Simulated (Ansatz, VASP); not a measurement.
One calculation of InP, two programs

```
In P
1.0
     0.00000    2.90927    2.99787
     2.90927    0.00000    2.99787
     2.90927    2.90927    0.00000
In P
1 1
Cartesian
  0.0000 0.0000 0.0000
  4.3639 4.3639 4.4968
```

Change from the starting cell: strain -0.015 along x and y, +0.015 along z, atoms carried along.

Alike in both runs: task single point; functional r2SCAN; k mesh 8 × 8 × 8; occupations gaussian, width 0.05 eV; no spin polarisation.

|  | VASP | Ansatz |
| --- | --- | --- |
| version | VASP 6.6.1 | Ansatz 0.2.0 |
| potentials or method | VASP PAW PBE potentials, release 64 (In_d, P), cutoff 520 eV | scalar-relativistic, plane waves, PAW |
| valence electrons in the cell | 18 | 18 |

|  | VASP | Ansatz | Ansatz less VASP |
| --- | --- | --- | --- |
| gap on the k mesh at the Fermi level (eV) | 1.07 | 1.06 | -0.004 |
| least direct gap on the mesh (eV) | 1.07 | 1.06 | -0.004 |
| pressure (GPa) | 0.9 | 1.1 | +0.10 |
| traceless stress, the component that is largest in VASP (GPa) | -0.95 | -0.94 | +0.009 |

VASP's potentials were made for PBE, not for r2SCAN.
